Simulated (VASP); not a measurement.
# AlN (P6_3mc) in VASP: further runs

Runs on AlN. Level: PBE. Tasks: single point.

All numbers are computed with VASP 6.6.1; they aren't measurements. Logs are shortened: lines on timing, memory, paths and dates and some standing lists are left out, and cuts for length are marked.

**1. The cell of the first run**

It takes space group P6_3mc (No. 186, hexagonal). Conventional cell: a = 3.036 Å, b = 3.036 Å, c = 4.616 Å, α = 90.00°, β = 90.00°, γ = 120.00°. Al (site symmetry 3m) has 4 N at 1.82 to 1.83 Å within 2.4 Å. N (site symmetry 3m) has 4 Al at 1.82 to 1.83 Å within 2.4 Å.

**2. Single point, PBE**

Contents of INCAR:

```
PREC     = Accurate       # precision mode
ENCUT    = 520            # plane-wave cutoff, eV
EDIFF    = 1E-7           # SCF threshold, eV
ISMEAR   = 0              # smearing method
SIGMA    = 0.05           # smearing width, eV
LREAL    = F              # projectors in reciprocal space
LASPH    = T              # aspherical terms in the spheres
NELM     = 80             # most SCF steps
ALGO     = Normal         # electronic algorithm
ISIF     = 2              # what is computed and relaxed
LWAVE    = F              # write WAVECAR
LCHARG   = F              # write CHGCAR
GGA      = PE             # functional
NBANDS   = 16             # bands
```

Contents of KPOINTS:

```
Automatic mesh
0
Gamma
  9 9 6
```

Contents of POSCAR:

```
AlN
1.0
    3.0360000000      0.0000000000      0.0000000000
   -1.5180000000      2.6292531259      0.0000000000
    0.0000000000      0.0000000000      4.6156000000
Al N
2 2
Direct
    0.3333333333      0.6666666667     -0.0059214920
    0.6666666667      0.3333333333      0.4940785080
    0.3333333333      0.6666666667      0.3909214920
    0.6666666667      0.3333333333      0.8909214920
```

Potentials or basis: VASP PAW PBE potentials, release 64 (Al, N).

Started as:

```bash
$ cat potpaw_PBE.64/Al/POTCAR potpaw_PBE.64/N/POTCAR > POTCAR
$ mpirun -np 1 vasp_std > vasp.out
```

OUTCAR:

```text
PREC = Accurate
   ENCUT = 520
   EDIFF = 1E-7
   ISMEAR = 0
   LREAL = F
   LASPH = T
   NELM = 80
   ISIF = 2
   GGA = PE

 ion  position               nearest neighbor table
   1  0.333  0.667  0.994-   4 1.82   4 1.82   4 1.82   3 1.83   2 2.90   2 2.90   2 2.90   2 2.90
                             2 2.90   2 2.90
   2  0.667  0.333  0.494-   3 1.82   3 1.82   3 1.82   4 1.83   1 2.90   1 2.90   1 2.90   1 2.90
                             1 2.90   1 2.90
   3  0.333  0.667  0.391-   2 1.82   2 1.82   2 1.82   1 1.83
   4  0.667  0.333  0.891-   1 1.82   1 1.82   1 1.82   2 1.83

  LATTYP: Found a hexagonal cell.
 ALAT       =     3.0360000000
 C/A-ratio  =     1.5202898551

  Lattice vectors:

 A1 = (   3.0360000000,   0.0000000000,   0.0000000000)
 A2 = (  -1.5180000000,   2.6292531259,   0.0000000000)
 A3 = (   0.0000000000,   0.0000000000,   4.6156000000)

Analysis of symmetry for initial positions (statically):
=====================================================================
 Subroutine PRICEL returns:
 Original cell was already a primitive cell.

 Routine SETGRP: Setting up the symmetry group for a
 hexagonal supercell.

 Subroutine GETGRP returns: Found 12 space group operations
 (whereof  6 operations were pure point group operations)
 out of a pool of 24 trial point group operations.

The static configuration has the point symmetry C_3v.
 The point group associated with its full space group is C_6v.

Analysis of symmetry for dynamics (positions and initial velocities):
=====================================================================
 Subroutine PRICEL returns:
 Original cell was already a primitive cell.

 Routine SETGRP: Setting up the symmetry group for a
 hexagonal supercell.

 Subroutine GETGRP returns: Found 12 space group operations
 (whereof  6 operations were pure point group operations)
 out of a pool of 24 trial point group operations.

The dynamic configuration has the point symmetry C_3v.
 The point group associated with its full space group is C_6v.

 Subroutine INISYM returns: Found 12 space group operations
 (whereof  6 operations are pure point group operations),
 and found     1 'primitive' translations

----------------------------------------------------------------------------------------

                                     Primitive cell

  volume of cell :      36.8436

  direct lattice vectors                    reciprocal lattice vectors
     3.036000000  0.000000000  0.000000000     0.329380764  0.190168073  0.000000000
    -1.518000000  2.629253126  0.000000000     0.000000000  0.380336146  0.000000000
     0.000000000  0.000000000  4.615600000     0.000000000  0.000000000  0.216656556

  length of vectors
     3.036000000  3.036000000  4.615600000     0.380336146  0.380336146  0.216656556

  position of ions in fractional coordinates (direct lattice)
     0.333333333  0.666666667  0.994078508
     0.666666667  0.333333333  0.494078508
     0.333333333  0.666666667  0.390921492
     0.666666667  0.333333333  0.890921492

  ion indices of the primitive-cell ions
   primitive index   ion index
                 1           1
                 2           2
                 3           3
                 4           4

----------------------------------------------------------------------------------------

 KPOINTS: Automatic mesh

Automatic generation of k-mesh.
 Grid dimensions read from file:
 generate k-points for:    9    9    6

 Generating k-lattice:

  Cartesian coordinates                     Fractional coordinates (reciprocal lattice)
     0.036597863  0.021129786  0.000000000     0.111111111 -0.000000000  0.000000000
     0.000000000  0.042259572  0.000000000     0.000000000  0.111111111  0.000000000
     0.000000000  0.000000000  0.036109426     0.000000000  0.000000000  0.166666667

  Length of vectors
     0.042259572  0.042259572  0.036109426

  Shift w.r.t. Gamma in fractional coordinates (k-lattice)
     0.000000000  0.000000000  0.000000000

 Subroutine IBZKPT returns following result:
 ===========================================

 Found     48 irreducible k-points:

 Following reciprocal coordinates:
            Coordinates               Weight
  0.000000  0.000000  0.000000      1.000000
  0.111111  0.000000  0.000000      6.000000
  0.222222 -0.000000  0.000000      6.000000
  0.333333 -0.000000  0.000000      6.000000
  0.444444 -0.000000  0.000000      6.000000
  0.111111  0.111111  0.000000      6.000000
[... 16 lines left out ...]
  0.333333  0.222222  0.166667     24.000000
  0.333333  0.333333  0.166667      4.000000
 [... further k-points ...]
   k-points           NKPTS =     48   k-points in BZ     NKDIM =     48   number of bands    NBANDS=     16
   number of dos      NEDOS =    301   number of ions     NIONS =      4
   total plane-waves  NPLWV =  20736
   dimension x,y,z NGX =    24 NGY =   24 NGZ =   36
   dimension x,y,z NGXF=    48 NGYF=   48 NGZF=   72
   ions per type =               2   2
   NGX,Y,Z   is equivalent  to a cutoff of  13.14, 13.14, 12.97 a.u.
   NGXF,Y,Z  is equivalent  to a cutoff of  26.28, 26.28, 25.93 a.u.
 SYSTEM =  unknown system
   PREC   = accura    normal or accurate (medium, high low for compatibility)
   ISTART =      0    job   : 0-new  1-cont  2-samecut
   ICHARG =      2    charge: 1-file 2-atom 10-const
   ISPIN  =      1    spin polarized calculation?
   LNONCOLLINEAR =      F non collinear calculations
   LSORBIT =      F    spin-orbit coupling
   LASPH  =      T    aspherical Exc in radial PAW
   ENCUT  =  520.0 eV  38.22 Ry    6.18 a.u.   5.64  5.64  8.58*2*pi/ulx,y,z
   NELM   =     80;   NELMIN=  2; NELMDL= -5     # of ELM steps
   EDIFF  = 0.1E-06   stopping-criterion for ELM
   LREAL  =      F    real-space projection
   EDIFFG = 0.1E-05   stopping-criterion for IOM
   NSW    =      0    number of steps for IOM
   IBRION =     -1    ionic relax: 0-MD 1-quasi-New 2-CG
   NFREE  =      0    steps in history (QN), initial steepest desc. (CG)
   ISIF   =      2    stress and relaxation
   ISYM   =      2    0-nonsym 1-usesym 2-fastsym
   POTIM  = 0.5000    time-step for ionic-motion
   TEBEG  =    0.0;   TEEND  =   0.0 temperature during run
   PSTRESS=    0.0 pullay stress
   NELECT =      16.0000    total number of electrons
   NUPDOWN=      -1.0000    fix difference up-down
   EMIN   =  10.00;   EMAX   =-10.00  energy-range for DOS
   EFERMI =   0.00;   METHOD = LEGACY
   ISMEAR =     0;   SIGMA  =   0.05  broadening in eV -4-tet -1-fermi 0-gaus
   EFERMI_NEDOS =   21; number of points for ismear=-14 and -15
   IALGO  =     38    algorithm
   IMIX   =      4    mixing-type and parameters
     AMIX     =   0.40;   BMIX     =  1.00
     AMIX_MAG =   1.60;   BMIX_MAG =  1.00
  volume/ion in A,a.u.               =       9.21        62.16
  Fermi-wavevector in a.u.,A,eV,Ry     =   1.239731  2.342751 20.911235  1.536932
  Thomas-Fermi vector in A             =   2.374202
   LORBIT       =      0    0 simple, 1 ext, 2 COOP (PROOUT), +10 PAW based schemes
   GGA     = PE    functional components
   LHFCALC =     F    Hartree Fock is set to
   AEXX    =    0.0000 exact exchange contribution
   IVDW    =     0    specifies the selected vdW correction
   LEPSILON=     F    determine dielectric tensor
   LRPA    =     F    only Hartree local field effects (RPA)
 non-spin polarized calculation
 Gauss-broadening in eV      SIGMA  =   0.05
  energy-cutoff  :      520.00
  volume of cell :       36.84
 maximum number of plane-waves:      1007
 NGX is ok and might be reduce to    24
   NGX = 11   NGY = 11   NGZ = 17

 number of electron      16.0000000 magnetization

 Free energy of the ion-electron system (eV)
  ---------------------------------------------------
  ext. energy  EPLUGINS =         0.00000000
  ---------------------------------------------------
  free energy    TOTEN  =       -29.17738500 eV

  energy without entropy =      -29.17738500  energy(sigma->0) =      -29.17738500

 E-fermi :   8.0890     XC(G=0): -11.4705

 val. band max:        7.8652450546   @ k =   0.0000   0.0000   0.0000
 cond. band min:      12.8042309027   @ k =   0.0000   0.0000   0.0000
 fundamental gap:      4.9389858481
 Fermi energy:         8.0889907940

 k-point     1 :       0.0000    0.0000    0.0000
  band No.  band energies     occupation
      1      -8.5562      2.00000
      2      -5.7277      2.00000
      3       1.0475      2.00000
      4       6.1941      2.00000
      5       6.1941      2.00000
      6       7.0460      2.00000
[... 8 lines left out ...]
     15      21.4574      0.00000
     16      22.3391      0.00000

 k-point     2 :       0.1111    0.0000    0.0000
  band No.  band energies     occupation
      1      -8.3825      2.00000
      2      -5.6418      2.00000
      3       1.2426      2.00000
      4       5.4912      2.00000
      5       5.9774      2.00000
      6       6.4232      2.00000
[... 8 lines left out ...]
     15      21.3406      0.00000
     16      21.4236      0.00000

 k-point     3 :       0.2222   -0.0000    0.0000
  band No.  band energies     occupation
      1      -7.8865      2.00000
      2      -5.4341      2.00000
      3       1.8094      2.00000
      4       3.9701      2.00000
      5       5.1994      2.00000
      6       5.5405      2.00000
[... 8 lines left out ...]
     15      20.8149      0.00000
     16      21.1147      0.00000

 k-point     4 :       0.3333   -0.0000    0.0000
  band No.  band energies     occupation
      1      -7.1591      2.00000
      2      -5.2675      2.00000
      3       2.4672      2.00000
      4       2.7250      2.00000
      5       4.0148      2.00000
      6       5.1405      2.00000
[... 8 lines left out ...]
     15      21.2632      0.00000
     16      22.6263      0.00000
[... 324 lines left out ...]
 k-point    22 :       0.2222    0.2222    0.1667
  band No.  band energies     occupation
      1      -6.6762      2.00000
      2      -5.3378      2.00000
      3       2.3998      2.00000
      4       2.6475      2.00000
      5       4.2491      2.00000
      6       4.4831      2.00000
[... 8 lines left out ...]
     15      21.1257      0.00000
     16      23.6085      0.00000

 k-point    23 :       0.3333    0.2222    0.1667
  band No.  band energies     occupation
      1      -6.0535      2.00000
      2      -5.3946      2.00000
      3       1.9111      2.00000
      4       2.7761      2.00000
      5       3.5626      2.00000
      6       4.8751      2.00000
[... 8 lines left out ...]
     15      21.1559      0.00000
     16      23.6999      0.00000

 k-point    24 :       0.3333    0.3333    0.1667
  band No.  band energies     occupation
      1      -5.6217      2.00000
      2      -5.6217      2.00000
      3       2.0662      2.00000
      4       2.9678      2.00000
      5       2.9678      2.00000
      6       4.5700      2.00000
[... 8 lines left out ...]
     15      20.9939      0.00000
     16      23.9280      0.00000

 [... further k-points ...]
[... 5 lines left out ...]
  --------------------------------------------------------------------------------------
  -------------------------------------------------------------------------------------
  Total        7.5880244      7.5880244      9.1105619      0.0000000      0.0000000      0.0000000
  in kB      329.9719106    329.9719106    396.1807915      0.0000000      0.0000000      0.0000000
  external PRESSURE =     352.0415376 kB  Pullay stress =       0.0000000 kB

 VOLUME and BASIS-vectors are now :
 -----------------------------------------------------------------------------
  energy-cutoff  :      520.00
  volume of cell :       36.84
      direct lattice vectors                 reciprocal lattice vectors
     3.036000000  0.000000000  0.000000000     0.329380764  0.190168073  0.000000000
    -1.518000000  2.629253126  0.000000000     0.000000000  0.380336146  0.000000000
     0.000000000  0.000000000  4.615600000     0.000000000  0.000000000  0.216656556

 POSITION                                       TOTAL-FORCE (eV/Angst)
 -----------------------------------------------------------------------------------
     -0.00000      1.75284      4.58827        -0.000000     -0.000000      0.002902
      1.51800      0.87642      2.28047        -0.000000     -0.000000      0.002902
     -0.00000      1.75284      1.80434         0.000000     -0.000000     -0.002902
      1.51800      0.87642      4.11214         0.000000      0.000000     -0.002902
 -----------------------------------------------------------------------------------
    total drift:                               -0.000000     -0.000000      0.000562

  FREE ENERGIE OF THE ION-ELECTRON SYSTEM (eV)
  ---------------------------------------------------
  free  energy   TOTEN  =       -29.1773850020 eV

  energy  without entropy=      -29.1773850020  energy(sigma->0) =      -29.17738500
```

Run time: 9 s. Hardware: 1 thread of Intel Xeon 6975P-C (Granite Rapids), shared host; peak memory 0.16 GiB.

What came out:

| Quantity | Value |
| --- | --- |
| Free energy | -29.1774 eV |
| Pressure | 35.2 GPa |
| Band gap on the k mesh | 4.94 eV, direct |

Forces on the atoms (eV/Å):
```
Al   0.000  0.000  0.003
Al   0.000  0.000  0.003
N    0.000  0.000 -0.003
N    0.000  0.000 -0.003
```

Levels at points of the mesh, in eV from the valence-band top:
```tsv
k point	band 6	band 7	band 8	band 9	band 10	band 11
(0.00, 0.00, 0.00)	-0.82	-0.82	0.00	4.94	6.93	11.11
(0.00, 0.00, 0.50)	-1.26	-1.26	-1.26	7.04	7.04	11.19
```

A k mesh can miss the band edges.

**3. Single point, PBE**

This run uses another cell than the first one, of 9.36 Å³/atom, 1.017 times its volume.

Contents of INCAR:

```
SYSTEM = AlN
  ALGO = Normal
  EDIFF = 1E-6
  ENCUT = 520
  GGA = PE
  ISIF = 2
  ISMEAR = 0
  LASPH = .True.
  LCHARG = .False.
  LREAL = .False.
  LWAVE = .False.
  NBANDS = 16
  NELM = 60
  PREC = Accurate
  SIGMA = 0.05
```

Contents of KPOINTS:

```
k-points
0
Gamma
  9 9 6
  0 0 0
```

Contents of POSCAR:

```
AlN
1.0
    3.1298889828      0.0000000000      0.0000000000
   -1.5649444914      2.7105633702      0.0000000000
    0.0000000000      0.0000000000      4.4149000000
Al N
2 2
Direct
    0.3333333333      0.6666666667     -0.0195924721
    0.6666666667      0.3333333333      0.4804075279
    0.3333333333      0.6666666667      0.4045924721
    0.6666666667      0.3333333333      0.9045924721
```

Potentials or basis: VASP PAW PBE potentials, release 64 (Al, N).

Started as:

```bash
$ cat potpaw_PBE.64/Al/POTCAR potpaw_PBE.64/N/POTCAR > POTCAR
$ mpirun -np 1 vasp_std > vasp.out
```

OUTCAR:

```text
SYSTEM = AlN
   EDIFF = 1E-6
   ENCUT = 520
   GGA = PE
   ISIF = 2
   ISMEAR = 0
   LASPH = .True.
   LREAL = .False.
   NELM = 60
   PREC = Accurate

 ion  position               nearest neighbor table
   1  0.333  0.667  0.980-   4 1.84   4 1.84   4 1.84   3 1.87   3 2.54   2 2.85   2 2.85   2 2.85
                             2 2.85   2 2.85   2 2.85
   2  0.667  0.333  0.480-   3 1.84   3 1.84   3 1.84   4 1.87   4 2.54   1 2.85   1 2.85   1 2.85
                             1 2.85   1 2.85   1 2.85
   3  0.333  0.667  0.405-   2 1.84   2 1.84   2 1.84   1 1.87   1 2.54
   4  0.667  0.333  0.905-   1 1.84   1 1.84   1 1.84   2 1.87   2 2.54

  LATTYP: Found a hexagonal cell.
 ALAT       =     3.1298889828
 C/A-ratio  =     1.4105612130

  Lattice vectors:

 A1 = (   3.1298889828,   0.0000000000,   0.0000000000)
 A2 = (  -1.5649444914,   2.7105633702,   0.0000000000)
 A3 = (   0.0000000000,   0.0000000000,   4.4149000000)

Analysis of symmetry for initial positions (statically):
=====================================================================
 Subroutine PRICEL returns:
 Original cell was already a primitive cell.

 Routine SETGRP: Setting up the symmetry group for a
 hexagonal supercell.
[... 171 lines left out ...]

  energy without entropy =      -29.18879172  energy(sigma->0) =      -29.18879172

 E-fermi :   8.5351     XC(G=0): -11.4085

 val. band max:        8.2586847694   @ k =   0.0000   0.0000   0.0000
 cond. band min:      12.4343951000   @ k =   0.0000   0.0000   0.0000
 fundamental gap:      4.1757103306
 Fermi energy:         8.5351068787

 k-point     1 :       0.0000    0.0000    0.0000
  band No.  band energies     occupation
      1      -8.6127      2.00000
      2      -5.4106      2.00000
      3       1.2008      2.00000
      4       5.6540      2.00000
      5       5.6540      2.00000
      6       6.8103      2.00000
[... 433 lines left out ...]
      3       1.8704      2.00000
      4       2.8329      2.00000
      5       2.8329      2.00000
      6       4.7782      2.00000
[... 8 lines left out ...]
     15      20.4660      0.00000
     16      22.8700      0.00000

 [... further k-points ...]
[... 5 lines left out ...]
  --------------------------------------------------------------------------------------
  -------------------------------------------------------------------------------------
  Total        5.1977188      5.1977188      7.2180175      0.0000000     -0.0000000      0.0000000
  in kB      222.3381528    222.3381529    308.7586577      0.0000000     -0.0000000      0.0000000
  external PRESSURE =     251.1449878 kB  Pullay stress =       0.0000000 kB

 VOLUME and BASIS-vectors are now :
 -----------------------------------------------------------------------------
  energy-cutoff  :      520.00
  volume of cell :       37.45
      direct lattice vectors                 reciprocal lattice vectors
     3.129888983  0.000000000  0.000000000     0.319500150  0.184463498  0.000000000
    -1.564944491  2.710563370  0.000000000     0.000000000  0.368926995  0.000000000
     0.000000000  0.000000000  4.414900000     0.000000000  0.000000000  0.226505697

 POSITION                                       TOTAL-FORCE (eV/Angst)
 -----------------------------------------------------------------------------------
     -0.00000      1.80704      4.32840         0.000000      0.000000      0.002025
      1.56494      0.90352      2.12095        -0.000000      0.000000      0.002025
     -0.00000      1.80704      1.78624        -0.000000     -0.000000     -0.002025
      1.56494      0.90352      3.99369         0.000000      0.000000     -0.002025
 -----------------------------------------------------------------------------------
    total drift:                               -0.000000      0.000000      0.000313

  FREE ENERGIE OF THE ION-ELECTRON SYSTEM (eV)
  ---------------------------------------------------
  free  energy   TOTEN  =       -29.1887917205 eV

  energy  without entropy=      -29.1887917205  energy(sigma->0) =      -29.18879172
```

stdout:

```text
POSCAR found type information on POSCAR AlN
 POSCAR found :  2 types and       4 ions
 scaLAPACK will be used
 LDA part: xc-table for (Slater+PW92), standard interpolation
 POSCAR, INCAR and KPOINTS ok, starting setup
 FFT: planning ... GRIDC
 FFT: planning ... GRID_SOFT
 FFT: planning ... GRID
 WAVECAR not read
 entering main loop
```

It took 8.5 s on 1 thread of Intel Xeon 6975P-C (Granite Rapids), shared host; peak memory 0.15 GiB.

What came out:

```
Free energy            : -29.1888 eV
Pressure               : 25.1 GPa
Band gap on the k mesh : 4.18 eV, direct
```

Forces on the atoms (eV/Å):
```
Al   0.000  0.000  0.002
Al   0.000  0.000  0.002
N    0.000  0.000 -0.002
N    0.000  0.000 -0.002
```

Stress tensor (GPa, compression positive):
```
22.23  0.00  0.00
 0.00 22.23  0.00
 0.00  0.00 30.88
```

PBE gaps usually lie below the measured ones, often by a third to a half.

(Continued in part 2 of 2.)
